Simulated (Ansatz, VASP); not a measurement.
**CdS: VASP beside Ansatz**

POSCAR

```
CdS
1.0
    0.0000000000      2.9100000000      2.9100000000
    2.9100000000      0.0000000000      2.9100000000
    2.9100000000      2.9100000000      0.0000000000
Cd S
1 1
Direct
    0.0214776632     -0.0214776632      0.0214776632
    0.7500000000      0.7500000000      0.7500000000
```

INCAR.step1

```
SYSTEM = CdS
PREC = Accurate ; ENCUT = 520
ISMEAR = 0 ; SIGMA = 0.05
LREAL = .FALSE. ; LASPH = .TRUE.
NELM = 100 ; NBANDS = 16
GGA = PE ; ALGO = Normal
EDIFF = 1E-4 ; LWAVE = .TRUE.
LCHARG = .FALSE.
```

INCAR.step2

```
SYSTEM = CdS
PREC = Accurate ; ENCUT = 520
EDIFF = 1E-6 ; ISMEAR = 0
SIGMA = 0.05 ; LREAL = .FALSE.
LASPH = .TRUE. ; NELM = 100
ALGO = Normal ; ISIF = 2
LWAVE = .FALSE. ; LCHARG = .FALSE.
METAGGA = R2SCAN ; LMIXTAU = .TRUE.
NBANDS = 16 ; ISTART = 1
```

Contents of KPOINTS:

```
regular mesh
0
G
  8 8 8
  0 0 0
```

Input for Ansatz:

```yaml
crystal:
  lattice:
    - [0.0, 2.91, 2.91]
    - [2.91, 0.0, 2.91]
    - [2.91, 2.91, 0.0]
  atoms:
    - { symbol: Cd, position: [0.0214776632, -0.0214776632, 0.0214776632] }
    - { symbol: S, position: [0.75, 0.75, 0.75] }
basis:
  ecutwfc: 500
kpoints:
  mp_grid: { grid: [8, 8, 8] }
hamiltonian:
  xc: r2scan
scf:
  occupations: { method: gaussian, width: 0.05 }
output:
  forces: true
  stress: true
  eigenvalues: true
```

Change from the starting cell: all Cd atoms moved +0.125 Å, as atom 1 along Cartesian [0 1 0].

Alike in both runs: task single point; functional r2SCAN; k mesh 8 × 8 × 8; occupations gaussian, width 0.05 eV; no spin polarisation.

```csv
,VASP,Ansatz
version,VASP 6.6.1,Ansatz 0.2.0
potentials or method,"VASP PAW PBE potentials, release 64 (Cd, S), cutoff 520 eV","scalar-relativistic, plane waves, PAW"
valence electrons in the cell,18,26
```

|  | VASP | Ansatz | Ansatz less VASP |
| --- | --- | --- | --- |
| gap on the k mesh at the Fermi level (eV) | 1.61 | 1.61 | +0.001 |
| least direct gap on the mesh (eV) | 1.61 | 1.61 | +0.001 |
| pressure (GPa) | 2.7 | 2.3 | -0.36 |
| traceless stress, the component that is largest in VASP (GPa) | -3.12 | -3.02 | +0.096 |
| rms of the force components (eV/Å) | 0.388 | 0.379 | -0.0087 |

VASP's potentials were made for PBE, not for r2SCAN. Atom by atom the forces differ by 0.009 eV/Å (rms over components). VASP's potentials hold 18 valence electrons a cell and Ansatz's 26, so a difference there can come from the potentials and not from the codes.
